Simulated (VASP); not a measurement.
# Fe (P6_3/mmc) in VASP: single point with PBE

Aim: the single point of Fe with PBE.

Everything below comes from runs of VASP 6.6.1. Logs are shortened: lines on timing, memory, paths and dates and some standing lists are left out, and cuts for length are marked.

**1. The cell of the first run**

Symmetry: P6_3/mmc, No. 194, hexagonal system. Conventional cell: a = 2.524 Å, b = 2.524 Å, c = 4.374 Å, α = 90.00°, β = 90.00°, γ = 120.00°. Within 3.3 Å of Fe (site symmetry -6m2) lie 12 Fe at 2.52 to 2.63 Å.

This isn't the form of Fe at room conditions, which is bcc.

**2. Single point, PBE, non-collinear spin, typed start, spin-orbit coupling**

INCAR reads:

```
ALGO = Normal
EDIFF = 1E-6
ENCUT = 520
GGA = PE
GGA_COMPAT = False
ISIF = 2
ISMEAR = 0
LASPH = True
LCHARG = True
LMAXMIX = 4
LORBIT = 11
LORBMOM = True
LREAL = False
LSORBIT = True
LVHAR = True
LWAVE = False
MAGMOM = 0 0 2.77 0 0 2.77
NBANDS = 28
NELM = 150
PREC = Accurate
SIGMA = 0.05
```

KPOINTS reads:

```
k-points
0
Gamma
  18 18 10
```

POSCAR reads:

```
Fe
1.0
    2.5236732001      0.0000000000      0.0000000000
   -1.2618366000      2.1855651021      0.0000000000
    0.0000000000      0.0000000000      4.3739532456
Fe
2
Direct
    0.3333333333      0.6666666667      0.7500000000
    0.6666666667      0.3333333333      0.2500000000
```

Potentials or basis: VASP PAW PBE potentials, release 64 (Fe).

Run with:

```sh
cat potpaw_PBE.64/Fe/POTCAR > POTCAR
mpirun -np 1 vasp_ncl > vasp.out
```

OUTCAR:

```text
EDIFF = 1E-6
   ENCUT = 520
   GGA = PE
   ISIF = 2
   ISMEAR = 0
   LASPH = True
   LORBIT = 11
   LREAL = False
   LSORBIT = True
   NELM = 150
   PREC = Accurate

 ion  position               nearest neighbor table
   1  0.333  0.667  0.750-   2 2.63   2 2.63   2 2.63   2 2.63   2 2.63   2 2.63
   2  0.667  0.333  0.250-   1 2.63   1 2.63   1 2.63   1 2.63   1 2.63   1 2.63

  LATTYP: Found a hexagonal cell.
 ALAT       =     2.5236732001
 C/A-ratio  =     1.7331694315

  Lattice vectors:

 A1 = (   2.5236732001,   0.0000000000,   0.0000000000)
 A2 = (  -1.2618366000,   2.1855651021,   0.0000000000)
 A3 = (   0.0000000000,   0.0000000000,   4.3739532456)

Analysis of symmetry for initial positions (statically):
=====================================================================
 Subroutine PRICEL returns:
 Original cell was already a primitive cell.

 Routine SETGRP: Setting up the symmetry group for a
 hexagonal supercell.

 Subroutine GETGRP returns: Found 24 space group operations
 (whereof 12 operations were pure point group operations)
 out of a pool of 24 trial point group operations.

The static configuration has the point symmetry D_3d.
 The point group associated with its full space group is D_6h.

Analysis of symmetry for dynamics (positions and initial velocities):
=====================================================================
 Subroutine PRICEL returns:
 Original cell was already a primitive cell.

 Routine SETGRP: Setting up the symmetry group for a
 hexagonal supercell.

 Subroutine GETGRP returns: Found 24 space group operations
 (whereof 12 operations were pure point group operations)
 out of a pool of 24 trial point group operations.

The dynamic configuration has the point symmetry D_3d.
 The point group associated with its full space group is D_6h.

Analysis of structural, dynamic, and magnetic symmetry:
=====================================================================
 Subroutine PRICEL returns:
 Original cell was already a primitive cell.

 Routine SETGRP: Setting up the symmetry group for a
 hexagonal supercell.

 Subroutine GETGRP returns: Found 12 space group operations
 (whereof  6 operations were pure point group operations)
 out of a pool of 24 trial point group operations.

The overall configuration has the point symmetry S_6 .
 The point group associated with its full space group is C_6h.

 Subroutine INISYM returns: Found 12 space group operations
 (whereof  6 operations are pure point group operations),
 and found     1 'primitive' translations

[... 921 lines left out ...]
 -----------------------------------------------------------------------------------
    total drift:                               -0.000000     -0.000000     -0.000000

  FREE ENERGIE OF THE ION-ELECTRON SYSTEM (eV)
  ---------------------------------------------------
  free  energy   TOTEN  =       -16.1070483049 eV

  energy  without entropy=      -16.1034446103  energy(sigma->0) =      -16.10524646

 orbital moment (x)

 # of ion     p       d       tot
 ----------------------------------------
  1        -0.000  -0.000  -0.000
  2         0.000   0.000   0.000
 ----------------------------------------
           -0.000   0.000   0.000

 orbital moment (y)

 # of ion     p       d       tot
 ----------------------------------------
  1        -0.000  -0.000  -0.000
  2        -0.000  -0.000  -0.000
 ----------------------------------------
           -0.000  -0.000  -0.000

 orbital moment (z)

 # of ion     p       d       tot
 ----------------------------------------
  1         0.000   0.068   0.068
  2         0.000   0.068   0.068
 ----------------------------------------
            0.000   0.135   0.135

 Spin-Orbit-Coupling matrix elements

 Ion:    1  E_soc:     -0.0130466
 l=   1
     0.0000000    -0.0003068    -0.0002897
    -0.0003068     0.0000000    -0.0003068
    -0.0002897    -0.0003068     0.0000000
 l=   2
     0.0000000    -0.0004339     0.0000000    -0.0004339    -0.0014455
    -0.0004339     0.0000000    -0.0010983    -0.0002423    -0.0004339
     0.0000000    -0.0010983     0.0000000    -0.0010983     0.0000000
    -0.0004339    -0.0002423    -0.0010983     0.0000000    -0.0004339
    -0.0014455    -0.0004339     0.0000000    -0.0004339     0.0000000
 l=   3
     0.0000000     0.0000000     0.0000000     0.0000000     0.0000000     0.0000000     0.0000000
     0.0000000     0.0000000     0.0000000     0.0000000     0.0000000     0.0000000     0.0000000
     0.0000000     0.0000000     0.0000000     0.0000000     0.0000000     0.0000000     0.0000000
     0.0000000     0.0000000     0.0000000     0.0000000     0.0000000     0.0000000     0.0000000
     0.0000000     0.0000000     0.0000000     0.0000000     0.0000000     0.0000000     0.0000000
     0.0000000     0.0000000     0.0000000     0.0000000     0.0000000     0.0000000     0.0000000
     0.0000000     0.0000000     0.0000000     0.0000000     0.0000000     0.0000000     0.0000000

 Ion:    2  E_soc:     -0.0130466
 l=   1
     0.0000000    -0.0003068    -0.0002897
    -0.0003068     0.0000000    -0.0003068
    -0.0002897    -0.0003068     0.0000000
 l=   2
     0.0000000    -0.0004339     0.0000000    -0.0004339    -0.0014455
    -0.0004339     0.0000000    -0.0010983    -0.0002423    -0.0004339
     0.0000000    -0.0010983     0.0000000    -0.0010983     0.0000000
    -0.0004339    -0.0002423    -0.0010983     0.0000000    -0.0004339
    -0.0014455    -0.0004339     0.0000000    -0.0004339     0.0000000
 l=   3
     0.0000000     0.0000000     0.0000000     0.0000000     0.0000000     0.0000000     0.0000000
     0.0000000     0.0000000     0.0000000     0.0000000     0.0000000     0.0000000     0.0000000
     0.0000000     0.0000000     0.0000000     0.0000000     0.0000000     0.0000000     0.0000000
     0.0000000     0.0000000     0.0000000     0.0000000     0.0000000     0.0000000     0.0000000
     0.0000000     0.0000000     0.0000000     0.0000000     0.0000000     0.0000000     0.0000000
     0.0000000     0.0000000     0.0000000     0.0000000     0.0000000     0.0000000     0.0000000
     0.0000000     0.0000000     0.0000000     0.0000000     0.0000000     0.0000000     0.0000000

 total charge

# of ion       s       p       d       tot
------------------------------------------
    1        0.474   0.486   6.203   7.163
    2        0.474   0.486   6.203   7.163
--------------------------------------------------
tot          0.947   0.972  12.407  14.326

 magnetization (x)

# of ion       s       p       d       tot
------------------------------------------
    1       -0.000  -0.000  -0.000  -0.000
    2        0.000  -0.000   0.000   0.000
--------------------------------------------------
tot         -0.000  -0.000   0.000  -0.000

 magnetization (y)

# of ion       s       p       d       tot
------------------------------------------
    1        0.000   0.000   0.000   0.000
    2        0.000  -0.000   0.000  -0.000
--------------------------------------------------
tot          0.000   0.000   0.000   0.000

 magnetization (z)

# of ion       s       p       d       tot
------------------------------------------
    1       -0.015  -0.032   2.619   2.572
    2       -0.015  -0.032   2.619   2.572
--------------------------------------------------
tot         -0.030  -0.065   5.237   5.143
```

OSZICAR:

```text
N       E                     dE             d eps       ncg     rms          rms(c)
DAV:   1     0.112773593992E+03    0.11277E+03   -0.66944E+03 18824   0.146E+03
DAV:   2    -0.115980267781E+02   -0.12437E+03   -0.11537E+03 18816   0.303E+02
DAV:   3    -0.179712984918E+02   -0.63733E+01   -0.55877E+01 20228   0.959E+01
[... 41 lines left out ...]
DAV:  45    -0.161070534474E+02   -0.35488E-06   -0.42747E-05 19148   0.732E-02    0.434E-03
DAV:  46    -0.161070489091E+02    0.45383E-05   -0.48040E-05 19120   0.757E-02    0.195E-03
DAV:  47    -0.161070501635E+02   -0.12545E-05   -0.51257E-05 19636   0.748E-02    0.292E-03
DAV:  48    -0.161070479918E+02    0.21717E-05   -0.11023E-05 19416   0.341E-02    0.180E-03
DAV:  49    -0.161070483049E+02   -0.31305E-06   -0.19169E-06 19116   0.155E-02
   1 F= -.16107048E+02 E0= -.16105246E+02  d E =-.360369E-02  mag=    -0.0000     0.0000     5.1713
```

It took 32 min on 1 thread of Oxide Virtual Turin-like, shared host; peak memory 0.41 GiB.

What came out:

* Free energy: -16.1070 eV
* Pressure: -0.1 GPa
* Net moment: 5.17 μB per cell
* Valence electrons inside the program's atomic spheres: Fe 7.16

Moments on the atoms (μB; x, y, z):
```
Fe  0.00 0.00 2.57
Fe  0.00 0.00 2.57
```
